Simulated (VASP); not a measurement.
# SnO2 in VASP: further runs

SnO2 is run at these levels: r2SCAN, r2SCAN+D3(BJ); tasks: single point.

Program: VASP 6.6.1. These are calculated values, not measurements. Logs are shortened: lines on timing, memory, paths and dates and some standing lists are left out, and cuts for length are marked.

## Step 1: The cell of the first run

The typed cell holds 6 atoms: a = 4.761 Å, b = 4.761 Å, c = 3.200 Å, α = 90.00°, β = 90.00°, γ = 90.00°.

## Step 2: Single point, r2SCAN

The input, POSCAR:

```
SnO2
1.0
    4.7605144913      0.0000000000      0.0000000000
    0.0000000000      4.7606977633      0.0000000000
    0.0000000000      0.0000000000      3.2000515029
Sn O
2 4
Direct
    0.5000000000      0.5000000000      0.5000000000
    0.0000000000      0.0000000000      0.0000000000
    0.3058348108      0.3059224605      0.0000000000
    0.8058348108      0.1940775395      0.5000000000
    0.1941651892      0.8059224605      0.5000000000
    0.6941651892      0.6940775395      0.0000000000
```

The input, INCAR.step1:

```
  ALGO = Normal
  EDIFF = 1E-4
  ENCUT = 520
  GGA = PE
  ISMEAR = 1
  LASPH = True
  LCHARG = False
  LREAL = False
  LWAVE = True
  NBANDS = 35
  NELM = 60
  PREC = Accurate
  SIGMA = 0.2
```

The input, INCAR.step2:

```
  ALGO = Normal
  EDIFF = 1E-7
  ENCUT = 520
  ISIF = 2
  ISMEAR = 1
  ISTART = 1
  LASPH = True
  LCHARG = False
  LMIXTAU = True
  LREAL = False
  LWAVE = False
  METAGGA = R2SCAN
  NBANDS = 35
  NELM = 60
  PREC = Accurate
  SIGMA = 0.2
```

The input, KPOINTS:

```
k-points
0
Gamma
  4 4 6
```

Potentials or basis: VASP PAW PBE potentials, release 64 (Sn_d, O).

Run with:

```
cat potpaw_PBE.64/Sn_d/POTCAR potpaw_PBE.64/O/POTCAR > POTCAR
cp INCAR.step1 INCAR
mpirun -np 1 vasp_std > vasp.out
cp INCAR.step2 INCAR
mpirun -np 1 vasp_std > vasp.out
```

OUTCAR:

```text
EDIFF = 1E-7
   ENCUT = 520
   ISIF = 2
   ISMEAR = 1
   ISTART = 1
   LASPH = True
   LREAL = False
   METAGGA = R2SCAN
   NELM = 60
   PREC = Accurate

 ion  position               nearest neighbor table
   1  0.500  0.500  0.500-   4 2.06   5 2.06   3 2.07   6 2.07   3 2.07   6 2.07   2 3.73   2 3.73
                             2 3.73   2 3.73   2 3.73   2 3.73   2 3.73   2 3.73
   2  0.000  0.000  0.000-   3 2.06   6 2.06   5 2.07   4 2.07   4 2.07   5 2.07   1 3.73   1 3.73
                             1 3.73   1 3.73   1 3.73   1 3.73   1 3.73   1 3.73
   3  0.306  0.306  0.000-   2 2.06   1 2.07   1 2.07
   4  0.806  0.194  0.500-   1 2.06   2 2.07   2 2.07
   5  0.194  0.806  0.500-   1 2.06   2 2.07   2 2.07
   6  0.694  0.694  0.000-   2 2.06   1 2.07   1 2.07

  LATTYP: Found a simple orthorhombic cell.
 ALAT       =     3.2000515029
 B/A-ratio  =     1.4876368355
 C/A-ratio  =     1.4876941071

  Lattice vectors:

 A1 = (   0.0000000000,   0.0000000000,   3.2000515029)
 A2 = (   4.7605144913,   0.0000000000,   0.0000000000)
 A3 = (   0.0000000000,   4.7606977633,   0.0000000000)

Analysis of symmetry for initial positions (statically):
=====================================================================
 Subroutine PRICEL returns:
 Original cell was already a primitive cell.

 Routine SETGRP: Setting up the symmetry group for a
 simple orthorhombic supercell.

 Subroutine GETGRP returns: Found  8 space group operations
 (whereof  4 operations were pure point group operations)
 out of a pool of  8 trial point group operations.

The static configuration has the point symmetry C_2h.
 The point group associated with its full space group is D_2h.

Analysis of symmetry for dynamics (positions and initial velocities):
=====================================================================
 Subroutine PRICEL returns:
 Original cell was already a primitive cell.

 Routine SETGRP: Setting up the symmetry group for a
 simple orthorhombic supercell.

 Subroutine GETGRP returns: Found  8 space group operations
 (whereof  4 operations were pure point group operations)
 out of a pool of  8 trial point group operations.

The dynamic configuration has the point symmetry C_2h.
 The point group associated with its full space group is D_2h.

 Subroutine INISYM returns: Found  8 space group operations
 (whereof  4 operations are pure point group operations),
 and found     1 'primitive' translations

----------------------------------------------------------------------------------------

                                     Primitive cell

  volume of cell :      72.5240

  direct lattice vectors                    reciprocal lattice vectors
     4.760514491  0.000000000  0.000000000     0.210061329  0.000000000  0.000000000
     0.000000000  4.760697763  0.000000000     0.000000000  0.210053242  0.000000000
     0.000000000  0.000000000  3.200051503     0.000000000  0.000000000  0.312494971

  length of vectors
     4.760514491  4.760697763  3.200051503     0.210061329  0.210053242  0.312494971

  position of ions in fractional coordinates (direct lattice)
     0.500000000  0.500000000  0.500000000
     0.000000000  0.000000000  0.000000000
     0.305834811  0.305922460  0.000000000
     0.805834811  0.194077540  0.500000000
     0.194165189  0.805922460  0.500000000
     0.694165189  0.694077540  0.000000000

  ion indices of the primitive-cell ions
   primitive index   ion index
                 1           1
                 2           2
                 3           3
                 4           4
                 5           5
                 6           6

----------------------------------------------------------------------------------------

 KPOINTS: k-points

Automatic generation of k-mesh.
 Grid dimensions read from file:
 generate k-points for:    4    4    6

 Generating k-lattice:

  Cartesian coordinates                     Fractional coordinates (reciprocal lattice)
     0.052515332  0.000000000  0.000000000     0.250000000  0.000000000  0.000000000
     0.000000000  0.052513311  0.000000000     0.000000000  0.250000000  0.000000000
     0.000000000  0.000000000  0.052082495     0.000000000  0.000000000  0.166666667

  Length of vectors
     0.052515332  0.052513311  0.052082495

  Shift w.r.t. Gamma in fractional coordinates (k-lattice)
     0.000000000  0.000000000  0.000000000

 Subroutine IBZKPT returns following result:
 ===========================================

 Found     36 irreducible k-points:

 Following reciprocal coordinates:
            Coordinates               Weight
  0.000000  0.000000  0.000000      1.000000
  0.250000  0.000000  0.000000      2.000000
  0.500000  0.000000  0.000000      1.000000
  0.000000  0.250000  0.000000      2.000000
  0.250000  0.250000  0.000000      4.000000
  0.500000  0.250000  0.000000      2.000000
[... 16 lines left out ...]
  0.250000  0.250000  0.333333      8.000000
[... 57 lines left out ...]
   NGX = 17   NGY = 17   NGZ = 11

 number of electron      52.0000003 magnetization

 Free energy of the ion-electron system (eV)
  ---------------------------------------------------
  ext. energy  EPLUGINS =         0.00000000
  ---------------------------------------------------
  free energy    TOTEN  =       -84.62862860 eV

  energy without entropy =      -84.62930068  energy(sigma->0) =      -84.62885262

 E-fermi :   5.6752     XC(G=0): -11.9690

 val. band max:        5.5571005896   @ k =   0.0000   0.0000   0.0000
 cond. band min:       7.3508771048   @ k =   0.0000   0.0000   0.0000
 fundamental gap:      1.7937765152
 Fermi energy:         5.6752266885

 k-point     1 :       0.0000    0.0000    0.0000
  band No.  band energies     occupation
      1     -16.1809      2.00000
      2     -15.2680      2.00000
      3     -14.9677      2.00000
      4     -14.9677      2.00000
      5     -14.9454      2.00000
      6     -14.9063      2.00000
[... 27 lines left out ...]
     34      18.6529      0.00000
     35      18.9972      0.00000

 k-point     2 :       0.2500    0.0000    0.0000
  band No.  band energies     occupation
      1     -16.0756      2.00000
      2     -15.4120      2.00000
      3     -14.9660      2.00000
      4     -14.9645      2.00000
      5     -14.9643      2.00000
      6     -14.9498      2.00000
[... 27 lines left out ...]
     34      18.5921      0.00000
     35      18.9161      0.00000

 k-point     3 :       0.5000    0.0000    0.0000
  band No.  band energies     occupation
      1     -15.7807      2.00000
      2     -15.7807      2.00000
      3     -14.9643      2.00000
      4     -14.9643      2.00000
      5     -14.9610      2.00000
      6     -14.9610      2.00000
[... 27 lines left out ...]
     34      18.7656      0.00000
     35      19.1331      0.00000

 k-point     4 :       0.0000    0.2500    0.0000
  band No.  band energies     occupation
      1     -16.0756      2.00000
      2     -15.4120      2.00000
      3     -14.9660      2.00000
      4     -14.9645      2.00000
      5     -14.9643      2.00000
      6     -14.9498      2.00000
[... 27 lines left out ...]
     34      18.5910      0.00000
     35      18.9154      0.00000

 k-point     5 :       0.2500    0.2500    0.0000
  band No.  band energies     occupation
      1     -16.0231      2.00000
      2     -15.5677      2.00000
      3     -14.9687      2.00000
      4     -14.9678      2.00000
      5     -14.9610      2.00000
      6     -14.9340      2.00000
[... 638 lines left out ...]
 k-point    22 :       0.0000    0.2500    0.3333
  band No.  band energies     occupation
      1     -15.9227      2.00000
      2     -15.8458      2.00000
      3     -15.4055      2.00000
      4     -15.0013      2.00000
      5     -14.7961      2.00000
      6     -14.7851      2.00000
[... 27 lines left out ...]
     34      18.4276      0.00000
     35      18.7763      0.00000

 k-point    23 :       0.2500    0.2500    0.3333
  band No.  band energies     occupation
      1     -15.9697      2.00000
      2     -15.7237      2.00000
      3     -15.5239      2.00000
      4     -15.0132      2.00000
      5     -14.8015      2.00000
      6     -14.7721      2.00000
[... 27 lines left out ...]
     34      18.6112      0.00000
     35      19.0177      0.00000

 k-point    24 :       0.5000    0.2500    0.3333
  band No.  band energies     occupation
      1     -15.8843      2.00000
      2     -15.8843      2.00000
      3     -15.2715      2.00000
      4     -15.2715      2.00000
      5     -14.7886      2.00000
      6     -14.7886      2.00000
[... 27 lines left out ...]
     34      18.1476      0.00000
     35      19.0673      0.00000

 [... further k-points ...]

------------------------ aborting loop because EDIFF is reached ----------------------------------------

  FORCE on cell =-STRESS in cart. coord.  units (eV):
  Direction    XX          YY          ZZ          XY          YZ          ZX
  --------------------------------------------------------------------------------------
  -------------------------------------------------------------------------------------
  Total        0.4007039      0.4009727      0.6633555      0.0000000      0.0000000      0.0000000
  in kB        8.8522298      8.8581691     14.6546504      0.0000000      0.0000000      0.0000000
  external PRESSURE =      10.7883498 kB  Pullay stress =       0.0000000 kB

 VOLUME and BASIS-vectors are now :
 -----------------------------------------------------------------------------
  energy-cutoff  :      520.00
  volume of cell :       72.52
      direct lattice vectors                 reciprocal lattice vectors
     4.760514491  0.000000000  0.000000000     0.210061329  0.000000000  0.000000000
     0.000000000  4.760697763  0.000000000     0.000000000  0.210053242  0.000000000
     0.000000000  0.000000000  3.200051503     0.000000000  0.000000000  0.312494971

 POSITION                                       TOTAL-FORCE (eV/Angst)
 -----------------------------------------------------------------------------------
      2.38026      2.38035      1.60003         0.000000      0.000000      0.000000
      0.00000      0.00000      0.00000         0.000000      0.000000      0.000000
      1.45593      1.45640      0.00000        -0.016648     -0.016914      0.000000
      3.83619      0.92394      1.60003        -0.016648      0.016914      0.000000
      0.92433      3.83675      1.60003         0.016648     -0.016914     -0.000000
      3.30458      3.30429      0.00000         0.016648      0.016914     -0.000000
 -----------------------------------------------------------------------------------
    total drift:                                0.000000      0.000000      0.000000

  FREE ENERGIE OF THE ION-ELECTRON SYSTEM (eV)
  ---------------------------------------------------
  free  energy   TOTEN  =       -84.6286285956 eV

  energy  without entropy=      -84.6293006791  energy(sigma->0) =      -84.62885262
```

Wall time 1.8 min (1 thread of Intel Xeon 6975P-C (Granite Rapids), shared host); peak memory 0.22 GiB.

Results:

```
Free energy            : -84.6286 eV
Pressure               : 1.1 GPa
Largest force          : 0.024 eV/Å
Band gap on the k mesh : 1.79 eV
```

Forces in eV/Å, atoms in the order of the input:
```
Sn   0.000  0.000  0.000
Sn   0.000  0.000  0.000
O   -0.017 -0.017  0.000
O   -0.017  0.017  0.000
O    0.017 -0.017  0.000
O    0.017  0.017  0.000
```

Stress tensor (GPa, compression positive):
```
0.89 0.00 0.00
0.00 0.89 0.00
0.00 0.00 1.47
```

Levels at points of the mesh, in eV from the valence-band top:
```csv
k point,band 22,band 23,band 24,band 25,band 26,band 27,band 28,band 29,band 30,band 31
"(0.00, 0.00, 0.00)",-1.22,-1.22,-0.78,-0.78,0.00,1.79,6.82,7.05,7.05,11.10
"(0.50, 0.00, 0.00)",-1.97,-1.17,-1.17,-0.62,-0.62,5.00,5.00,7.81,7.81,11.89
"(0.00, 0.50, 0.00)",-1.97,-1.17,-1.17,-0.62,-0.62,5.00,5.00,7.81,7.81,11.89
"(0.50, 0.50, 0.00)",-1.96,-1.30,-1.30,-0.92,-0.92,5.45,5.45,8.22,8.22,11.92
"(0.00, 0.00, 0.50)",-2.59,-1.67,-1.67,-1.27,-1.27,6.87,6.87,10.53,10.53,11.56
"(0.50, 0.00, 0.50)",-1.73,-1.11,-1.11,-0.69,-0.69,7.15,7.15,8.85,8.85,11.93
"(0.00, 0.50, 0.50)",-1.73,-1.11,-1.11,-0.69,-0.69,7.15,7.15,8.85,8.85,11.93
"(0.50, 0.50, 0.50)",-2.35,-0.96,-0.96,-0.85,-0.85,5.52,5.52,9.65,9.65,11.91
```

Caveat: the PAW data sets were made with another functional, which shifts forces and pressure a little; spin-orbit coupling is left out, which moves the levels of the heavy elements.

## Step 3: Single point, r2SCAN+D3(BJ)

POSCAR is that of step 2.

The input, INCAR.step1:

```
  PREC = Accurate
  ENCUT = 520
  ISMEAR = 0
  SIGMA = 0.01
  LREAL = F
  LASPH = T
  NELM = 80
  NBANDS = 35
  GGA = PE
  ALGO = Normal
  EDIFF = 1E-4
  LWAVE = T
  LCHARG = F
```

The input, INCAR.step2:

```
  PREC = Accurate
  ENCUT = 520
  EDIFF = 1E-7
  ISMEAR = 0
  SIGMA = 0.01
  LREAL = F
  LASPH = T
  NELM = 80
  ALGO = Normal
  ISIF = 2
  LWAVE = F
  LCHARG = T
  METAGGA = R2SCAN
  LMIXTAU = T
  IVDW = 12
  VDW_S6 = 1.0
  VDW_S8 = 0.78981345
  VDW_A1 = 0.49484001
  VDW_A2 = 5.73083694
  LELF = T
  LVHAR = T
  NBANDS = 35
  ISTART = 1
```

The input, KPOINTS:

```
Automatic mesh
0
Gamma
  4 4 6
```

Potentials or basis: VASP PAW PBE potentials, release 64 (Sn_d, O).

Run with:

```
cat potpaw_PBE.64/Sn_d/POTCAR potpaw_PBE.64/O/POTCAR > POTCAR
cp INCAR.step1 INCAR
mpirun -np 1 vasp_std > vasp.out
cp INCAR.step2 INCAR
mpirun -np 1 vasp_std > vasp.out
```

It took 1.7 min on 1 thread of Intel Xeon 6975P-C (Granite Rapids), shared host; peak memory 0.23 GiB.

Results (log left out):

* Free energy: -85.2521 eV
* Pressure: -0.3 GPa
* Largest force: 0.023 eV/Å
* Band gap on the k mesh: 1.79 eV
* Dispersion energy per atom: -0.104 eV

Forces in eV/Å, atoms in the order of the input:
```
Sn   0.000  0.000  0.000
Sn   0.000  0.000  0.000
O   -0.016 -0.016  0.000
O   -0.016  0.016  0.000
O    0.016 -0.016  0.000
O    0.016  0.016  0.000
```

Stress tensor (GPa, compression positive):
```
-0.49  0.00  0.00
 0.00 -0.49  0.00
 0.00  0.00  0.05
```

Levels at points of the mesh, in eV from the valence-band top:
```
           k point  band 24  band 25  band 26  band 27  band 28  band 29
(0.00, 0.00, 0.00)    -0.78    -0.78     0.00     1.79     6.82     7.05
(0.50, 0.00, 0.00)    -1.17    -0.62    -0.62     5.00     5.00     7.81
(0.00, 0.50, 0.00)    -1.17    -0.62    -0.62     5.00     5.00     7.81
(0.50, 0.50, 0.00)    -1.30    -0.92    -0.92     5.44     5.44     8.22
(0.00, 0.00, 0.50)    -1.67    -1.27    -1.27     6.87     6.87    10.53
(0.50, 0.00, 0.50)    -1.11    -0.69    -0.69     7.15     7.15     8.85
(0.00, 0.50, 0.50)    -1.11    -0.69    -0.69     7.15     7.15     8.85
(0.50, 0.50, 0.50)    -0.96    -0.85    -0.85     5.52     5.52     9.65
```

Caveat: the PAW data sets were made with another functional, which shifts forces and pressure a little; spin-orbit coupling is left out, which moves the levels of the heavy elements.

## Step 4: Single point, r2SCAN

POSCAR is that of step 3.

The input, INCAR.step1:

```
  ALGO = Normal
  EDIFF = 1E-4
  ENCUT = 520
  GGA = PE
  ISMEAR = 0
  LASPH = True
  LCHARG = False
  LREAL = False
  LWAVE = True
  NBANDS = 35
  NELM = 100
  PREC = Accurate
  SIGMA = 0.05
```

The input, INCAR.step2:

```
  ALGO = Normal
  EDIFF = 1E-6
  ENCUT = 520
  ISIF = 2
  ISMEAR = 0
  ISTART = 1
  LASPH = True
  LCHARG = False
  LMIXTAU = True
  LREAL = False
  LWAVE = False
  METAGGA = R2SCAN
  NBANDS = 35
  NELM = 100
  PREC = Accurate
  SIGMA = 0.05
```

The input, KPOINTS:

```
k-points
0
Gamma
  4 4 6
```

Run with:

```
cat potpaw_PBE.64/Sn_d/POTCAR potpaw_PBE.64/O/POTCAR > POTCAR
cp INCAR.step1 INCAR
mpirun -np 1 vasp_std > vasp.out
cp INCAR.step2 INCAR
mpirun -np 1 vasp_std > vasp.out
```

Run time: 94 s. Hardware: 1 thread of Intel Xeon 6975P-C (Granite Rapids), shared host; peak memory 0.22 GiB.

Results (log left out):

```
Free energy            : -84.6288 eV
Pressure               : 1.1 GPa
Largest force          : 0.024 eV/Å
Band gap on the k mesh : 1.79 eV
```

Forces in eV/Å, atoms in the order of the input:
```
Sn   0.000  0.000  0.000
Sn   0.000  0.000  0.000
O   -0.017 -0.017  0.000
O   -0.017  0.017  0.000
O    0.017 -0.017  0.000
O    0.017  0.017  0.000
```

Stress tensor (GPa, compression positive):
```
0.88 0.00 0.00
0.00 0.88 0.00
0.00 0.00 1.46
```

Levels at points of the mesh, in eV from the valence-band top:
```
           k point  band 24  band 25  band 26  band 27  band 28  band 29
(0.00, 0.00, 0.00)    -0.78    -0.78     0.00     1.79     6.82     7.05
(0.50, 0.00, 0.00)    -1.17    -0.62    -0.62     5.00     5.00     7.81
(0.00, 0.50, 0.00)    -1.17    -0.62    -0.62     5.00     5.00     7.81
(0.50, 0.50, 0.00)    -1.30    -0.92    -0.92     5.44     5.44     8.22
(0.00, 0.00, 0.50)    -1.67    -1.27    -1.27     6.87     6.87    10.53
(0.50, 0.00, 0.50)    -1.11    -0.69    -0.69     7.15     7.15     8.85
(0.00, 0.50, 0.50)    -1.11    -0.69    -0.69     7.15     7.15     8.85
(0.50, 0.50, 0.50)    -0.96    -0.85    -0.85     5.52     5.52     9.65
```

Caveat: the PAW data sets were made with another functional, which shifts forces and pressure a little; spin-orbit coupling is left out, which moves the levels of the heavy elements.

## Step 5: Overview

```tsv
level	smearing	gap on the mesh (eV)	pressure (GPa)	largest force (eV/Å)
r2SCAN	methfessel-paxton 0.2 eV	1.79	1.1	0.02
r2SCAN+D3(BJ)	gaussian 0.01 eV	1.79	-0.3	0.02
r2SCAN	gaussian 0.05 eV	1.79	1.1	0.02
```

Alike in all rows: task single point; potentials or basis VASP PAW PBE potentials, release 64 (Sn_d, O); no spin polarisation; cell as given; k mesh 4 × 4 × 6; cutoff (eV) 520.

On the cell as given the gap runs from 1.79 eV (r2SCAN+D3(BJ)) to 1.79 eV (r2SCAN). The pressure there spans -0.3 GPa (r2SCAN+D3(BJ)) to 1.1 GPa (r2SCAN); a positive pressure means that this level wants a larger cell, a negative one a smaller.

Caveats: the PAW data sets were made with another functional, which shifts forces and pressure a little; spin-orbit coupling is left out, which moves the levels of the heavy elements.

Total energies depend on the potentials used, so only differences within one code and one set of settings carry meaning.
